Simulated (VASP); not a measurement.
# SiC (P1) in VASP: single point with PBE

Aim: the single point of SiC with PBE.

All numbers are computed with VASP 6.6.1; they aren't measurements. Logs are shortened: lines on timing, memory, paths and dates and some standing lists are left out, and cuts for length are marked.

**1. The cell of the first run**

The typed cell holds 8 atoms: a = 3.094 Å, b = 3.094 Å, c = 10.129 Å, α = 90.00°, β = 90.00°, γ = 120.00°.

**2. Single point, PBE (atom 3 (Si) moved +0.360 Å towards its neighbour atom 3 (Si) at 3.094 Å)**

Contents of INCAR:

```
  ALGO = Normal
  EDIFF = 1E-7
  ENCUT = 520
  GGA = PE
  ISIF = 2
  ISMEAR = 0
  LASPH = T
  LCHARG = F
  LREAL = F
  LWAVE = F
  NBANDS = 26
  NELM = 80
  PREC = Accurate
  SIGMA = 0.05
```

Contents of KPOINTS:

```
k-points
0
Gamma
  12 12 4
```

Contents of POSCAR:

```
SiC
1.0
    3.0941201807      0.0000000000      0.0000000000
   -1.5470600903      2.6795866789      0.0000000000
    0.0000000000      0.0000000000     10.1293391985
Si C
4 4
Direct
    0.6666666667      0.3333333333      0.9378441878
    0.3333333333      0.6666666667      0.4378441878
   -0.1163497146     -0.1163497146      0.6878995565
    0.0000000000      0.0000000000      0.1878995565
    0.6666666667      0.3333333333      0.7498074459
    0.3333333333      0.6666666667      0.2498074459
    0.0000000000      0.0000000000      0.5004478098
    0.0000000000      0.0000000000      0.0004478098
```

Potentials or basis: VASP PAW PBE potentials, release 64 (Si, C).

The run is started by

```
$ cat potpaw_PBE.64/Si/POTCAR potpaw_PBE.64/C/POTCAR > POTCAR
$ mpirun -np 1 vasp_std > vasp.out
```

OUTCAR:

```text
EDIFF = 1E-7
   ENCUT = 520
   GGA = PE
   ISIF = 2
   ISMEAR = 0
   LASPH = T
   LREAL = F
   NELM = 80
   PREC = Accurate

 ion  position               nearest neighbor table
   1  0.667  0.333  0.938-   8 1.90   8 1.90   8 1.90   5 1.90   3 2.94   4 3.10   4 3.10   4 3.10
                             3 3.12
   2  0.333  0.667  0.438-   7 1.90   7 1.90   7 1.90   6 1.90   3 2.94   4 3.10   4 3.10   4 3.10
                             3 3.12
   3  0.884  0.884  0.688-   5 1.61   5 1.93   7 1.93   5 2.20   1 2.94   2 2.94   1 3.12   2 3.12

   4  0.000  0.000  0.188-   6 1.89   6 1.89   6 1.89   8 1.90   2 3.10   2 3.10   2 3.10   1 3.10
                             1 3.10   1 3.10
   5  0.667  0.333  0.750-   3 1.61   1 1.90   3 1.93   3 2.20
   6  0.333  0.667  0.250-   4 1.89   4 1.89   4 1.89   2 1.90
   7  0.000  0.000  0.500-   2 1.90   2 1.90   2 1.90   3 1.93
   8  0.000  0.000  0.000-   1 1.90   1 1.90   1 1.90   4 1.90

  LATTYP: Found a hexagonal cell.
 ALAT       =     3.0941201807
 C/A-ratio  =     3.2737381249

  Lattice vectors:

 A1 = (   3.0941201807,   0.0000000000,   0.0000000000)
 A2 = (  -1.5470600903,   2.6795866789,   0.0000000000)
 A3 = (   0.0000000000,   0.0000000000,  10.1293391985)

Analysis of symmetry for initial positions (statically):
=====================================================================
 Subroutine PRICEL returns:
 Original cell was already a primitive cell.

 Routine SETGRP: Setting up the symmetry group for a
 hexagonal supercell.

 Subroutine GETGRP returns: Found  1 space group operations
 (whereof  1 operations were pure point group operations)
 out of a pool of 24 trial point group operations.

The static configuration has the point symmetry C_1 .

Analysis of symmetry for dynamics (positions and initial velocities):
=====================================================================
 Subroutine PRICEL returns:
 Original cell was already a primitive cell.

 Routine SETGRP: Setting up the symmetry group for a
 hexagonal supercell.

 Subroutine GETGRP returns: Found  1 space group operations
 (whereof  1 operations were pure point group operations)
 out of a pool of 24 trial point group operations.

The dynamic configuration has the point symmetry C_1 .

 Subroutine INISYM returns: Found  1 space group operations
 (whereof  1 operations are pure point group operations),
 and found     1 'primitive' translations

[... 113 lines left out ...]
   ISYM   =      2    0-nonsym 1-usesym 2-fastsym
   POTIM  = 0.5000    time-step for ionic-motion
   TEBEG  =    0.0;   TEEND  =   0.0 temperature during run
   PSTRESS=    0.0 pullay stress
   NELECT =      32.0000    total number of electrons
   NUPDOWN=      -1.0000    fix difference up-down
   EMIN   =  10.00;   EMAX   =-10.00  energy-range for DOS
   EFERMI =   0.00;   METHOD = LEGACY
   ISMEAR =     0;   SIGMA  =   0.05  broadening in eV -4-tet -1-fermi 0-gaus
   EFERMI_NEDOS =   21; number of points for ismear=-14 and -15
   IALGO  =     38    algorithm
   IMIX   =      4    mixing-type and parameters
     AMIX     =   0.40;   BMIX     =  1.00
     AMIX_MAG =   1.60;   BMIX_MAG =  1.00
  volume/ion in A,a.u.               =      10.50        70.84
  Fermi-wavevector in a.u.,A,eV,Ry     =   1.186851  2.242823 19.165368  1.408615
  Thomas-Fermi vector in A             =   2.323015
   LORBIT       =      0    0 simple, 1 ext, 2 COOP (PROOUT), +10 PAW based schemes
   GGA     = PE    functional components
   LHFCALC =     F    Hartree Fock is set to
   AEXX    =    0.0000 exact exchange contribution
   IVDW    =     0    specifies the selected vdW correction
   LEPSILON=     F    determine dielectric tensor
   LRPA    =     F    only Hartree local field effects (RPA)
 non-spin polarized calculation
 Gauss-broadening in eV      SIGMA  =   0.05
  energy-cutoff  :      520.00
  volume of cell :       83.98
 maximum number of plane-waves:      2280
   NGX = 11   NGY = 11   NGZ = 37

 number of electron      32.0000001 magnetization

 Free energy of the ion-electron system (eV)
  ---------------------------------------------------
  ext. energy  EPLUGINS =         0.00000000
  ---------------------------------------------------
  free energy    TOTEN  =       -58.93457355 eV

  energy without entropy =      -58.93457355  energy(sigma->0) =      -58.93457355

 E-fermi :   8.9292     XC(G=0): -11.2896

 val. band max:        8.7342834121   @ k =   0.0000   0.0000   0.0000
 cond. band min:       9.9363249899   @ k =   0.5000   0.5000   0.0000
 fundamental gap:      1.2020415778
 Fermi energy:         8.9291902118

 k-point     1 :       0.0000    0.0000    0.0000
  band No.  band energies     occupation
      1      -7.3819      2.00000
      2      -6.2156      2.00000
      3      -6.1952      2.00000
      4      -3.8964      2.00000
      5      -0.5234      2.00000
      6       3.5887      2.00000
[... 685 lines left out ...]
     25      15.8074      0.00000
     26      16.4685      0.00000

 [... further k-points ...]

------------------------ aborting loop because EDIFF is reached ----------------------------------------

  FORCE on cell =-STRESS in cart. coord.  units (eV):
  Direction    XX          YY          ZZ          XY          YZ          ZX
  --------------------------------------------------------------------------------------
  -------------------------------------------------------------------------------------
  Total       -0.4381035      6.0870681      0.7945678     -0.8882661     -3.1156597      0.7559711
  in kB       -8.3579773    116.1268480     15.1584726    -16.9460150    -59.4394104     14.4221387
  external PRESSURE =      40.9757811 kB  Pullay stress =       0.0000000 kB

 VOLUME and BASIS-vectors are now :
 -----------------------------------------------------------------------------
  energy-cutoff  :      520.00
  volume of cell :       83.98
      direct lattice vectors                 reciprocal lattice vectors
     3.094120181  0.000000000  0.000000000     0.323193652  0.186595942  0.000000000
    -1.547060090  2.679586679  0.000000000     0.000000000  0.373191884  0.000000000
     0.000000000  0.000000000 10.129339199     0.000000000  0.000000000  0.098723123

 POSITION                                       TOTAL-FORCE (eV/Angst)
 -----------------------------------------------------------------------------------
      1.54706      0.89320      9.49974        -0.055242     -0.073512     -0.095421
     -0.00000      1.78639      4.43507        -0.105201     -0.062810     -0.050699
      1.36706      2.36782      6.96797         0.680252      8.402580     -2.416071
      0.00000      0.00000      1.90330        -0.014989     -0.013916      0.002920
      1.54706      0.89320      7.59505        -0.129279     -7.513003      2.319946
     -0.00000      1.78639      2.53038        -0.031884     -0.065371     -0.012192
      0.00000      0.00000      5.06921        -0.333947     -0.676601      0.270813
      0.00000      0.00000      0.00454        -0.009710      0.002634     -0.019296
 -----------------------------------------------------------------------------------
    total drift:                               -0.000076     -0.000249     -0.000887

  FREE ENERGIE OF THE ION-ELECTRON SYSTEM (eV)
  ---------------------------------------------------
  free  energy   TOTEN  =       -58.9345735547 eV

  energy  without entropy=      -58.9345735547  energy(sigma->0) =      -58.93457355
```

OSZICAR:

```text
N       E                     dE             d eps       ncg     rms          rms(c)
DAV:   1     0.724819012462E+02    0.72482E+02   -0.14432E+04 15184   0.111E+03
DAV:   2    -0.594802142143E+02   -0.13196E+03   -0.12218E+03 20122   0.189E+02
DAV:   3    -0.665801358890E+02   -0.70999E+01   -0.70440E+01 20576   0.411E+01
DAV:   4    -0.666721763547E+02   -0.92040E-01   -0.91908E-01 19560   0.549E+00
DAV:   5    -0.666737908857E+02   -0.16145E-02   -0.16135E-02 20354   0.688E-01    0.179E+01
DAV:   6    -0.591184248397E+02    0.75554E+01   -0.20019E+01 19302   0.199E+01    0.798E+00
DAV:   7    -0.589706640500E+02    0.14776E+00   -0.22935E+00 20748   0.689E+00    0.346E+00
DAV:   8    -0.589372219616E+02    0.33442E-01   -0.12259E-01 18548   0.171E+00    0.111E+00
DAV:   9    -0.589339735311E+02    0.32484E-02   -0.19163E-02 19368   0.768E-01    0.184E-01
DAV:  10    -0.589344450643E+02   -0.47153E-03   -0.18395E-03 19772   0.227E-01    0.957E-02
DAV:  11    -0.589345691617E+02   -0.12410E-03   -0.20037E-04 18088   0.904E-02    0.270E-02
DAV:  12    -0.589345710430E+02   -0.18813E-05   -0.23299E-05 20460   0.269E-02    0.129E-02
DAV:  13    -0.589345730899E+02   -0.20468E-05   -0.48494E-06 17500   0.136E-02    0.312E-03
DAV:  14    -0.589345735151E+02   -0.42526E-06   -0.59962E-07 20392   0.380E-03    0.123E-03
DAV:  15    -0.589345735547E+02   -0.39593E-07   -0.44445E-08 10448   0.125E-03
   1 F= -.58934574E+02 E0= -.58934574E+02  d E =-.142515E-10
```

It took 14 min on 1 thread of Intel Xeon 8259CL, shared host; peak memory 0.55 GiB.

Results:

| Quantity | Value |
| --- | --- |
| Free energy | -58.9346 eV |
| Pressure | 4.1 GPa |
| Largest force | 8.769 eV/Å |
| Band gap on the k mesh | 1.20 eV (least direct gap 2.68 eV) |

Forces in eV/Å, atoms in the order of the input:
```
Si  -0.055 -0.074 -0.095
Si  -0.105 -0.063 -0.051
Si   0.680  8.403 -2.416
Si  -0.015 -0.014  0.003
C   -0.129 -7.513  2.320
C   -0.032 -0.065 -0.012
C   -0.334 -0.677  0.271
C   -0.010  0.003 -0.019
```

Stress tensor (GPa, compression positive):
```
-0.84 -1.69  1.44
-1.69 11.61 -5.94
 1.44 -5.94  1.52
```

Levels at points of the mesh, in eV from the valence-band top:
| k point | band 13 | band 14 | band 15 | band 16 | band 17 | band 18 | band 19 | band 20 |
| --- | --- | --- | --- | --- | --- | --- | --- | --- |
| (0.00, 0.00, 0.00) | -1.02 | -0.94 | -0.71 | 0.00 | 3.97 | 4.70 | 5.09 | 5.24 |
| (0.50, 0.00, 0.00) | -3.11 | -2.75 | -2.36 | -1.94 | 1.40 | 1.54 | 3.10 | 3.87 |
| (0.00, 0.50, 0.00) | -2.95 | -2.72 | -2.35 | -1.55 | 1.39 | 1.61 | 3.48 | 3.85 |
| (0.50, 0.50, 0.00) | -2.99 | -2.67 | -2.36 | -1.48 | 1.20 | 1.51 | 3.14 | 3.90 |
| (0.00, 0.00, 0.50) | -1.21 | -0.95 | -0.93 | -0.03 | 4.07 | 4.41 | 5.51 | 5.65 |
| (0.50, 0.00, 0.50) | -3.37 | -3.11 | -2.47 | -2.27 | 1.66 | 1.89 | 3.11 | 3.49 |
| (0.00, 0.50, 0.50) | -3.43 | -3.03 | -2.28 | -1.81 | 1.79 | 1.92 | 3.32 | 3.58 |
| (0.50, 0.50, 0.50) | -3.30 | -3.22 | -2.26 | -1.77 | 1.46 | 1.91 | 3.07 | 3.39 |

Caveat: the cell differs from its parent crystal (atom 3 (Si) moved +0.360 Å towards its neighbour atom 3 (Si) at 3.094 Å); the stress differs along the axes, from -1 to 12 GPa; forces of over 1 eV/Å act on the atoms, so gaps and moduli don't describe the material at rest.
